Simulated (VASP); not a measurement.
Input of a VASP 6.6.1 run:

File INCAR:

```
SYSTEM = Ge2Sb2Te5
PREC = Accurate
ENCUT = 520
EDIFF = 1E-6
ISMEAR = 0
SIGMA = 0.03
LREAL = .FALSE.
LASPH = .TRUE.
NELM = 80
ALGO = Normal
ISIF = 2
LWAVE = .FALSE.
LCHARG = .FALSE.
GGA = PE
NBANDS = 44
```

The input KPOINTS:

```
regular mesh
0
G
  12 12 2
  0 0 0
```

POSCAR

```
Ge2Sb2Te5
1.0
    4.0821417495      0.0000000000      0.0000000000
   -2.0410708747      3.5352384569      0.0000000000
    0.0000000000      0.0000000000     20.7891232876
Ge Sb Te
2 2 5
Direct
    0.0000000000      0.0000000000      0.3313200918
    0.0000000000      0.0000000000      0.6686799082
    0.3333333333      0.6666666667      0.1120971408
    0.6666666667      0.3333333333      0.8879028592
    0.0000000000      0.0000000000      0.0000000000
    0.3333333333      0.6666666667      0.7914345914
    0.6666666667      0.3333333333      0.2085654086
    0.3333333333      0.6666666667      0.4096023866
    0.6666666667      0.3333333333      0.5903976134
```

Potentials or basis: VASP PAW PBE potentials, release 64 (Ge_d, Sb, Te).

Run with:

```sh
$ cat potpaw_PBE.64/Ge_d/POTCAR potpaw_PBE.64/Sb/POTCAR potpaw_PBE.64/Te/POTCAR > POTCAR
$ mpirun -np 1 vasp_std > vasp.out
```

Question: Predict the band gap on the k mesh.

Answer: Zero (bands 34 and 35 overlap by 0.60 eV).

Question: What does it give for the largest force?

Answer: 0.845 eV/Å.

Question: What does it give for the pressure?

Answer: -2.2 GPa.

Forces on the atoms (eV/Å):
```
Ge   0.000  0.000  0.693
Ge   0.000  0.000 -0.693
Sb   0.000  0.000  0.226
Sb   0.000  0.000 -0.226
Te   0.000  0.000  0.000
Te   0.000  0.000  0.845
Te   0.000  0.000 -0.845
Te   0.000  0.000 -0.830
Te   0.000  0.000  0.830
```

Caveat: the stress differs along the axes, from -6 to -0 GPa; spin-orbit coupling is left out, which moves the levels of the heavy elements; this functional lacks dispersion, which binds layers or chains, so the pressure and a relaxed spacing across them are unreliable.
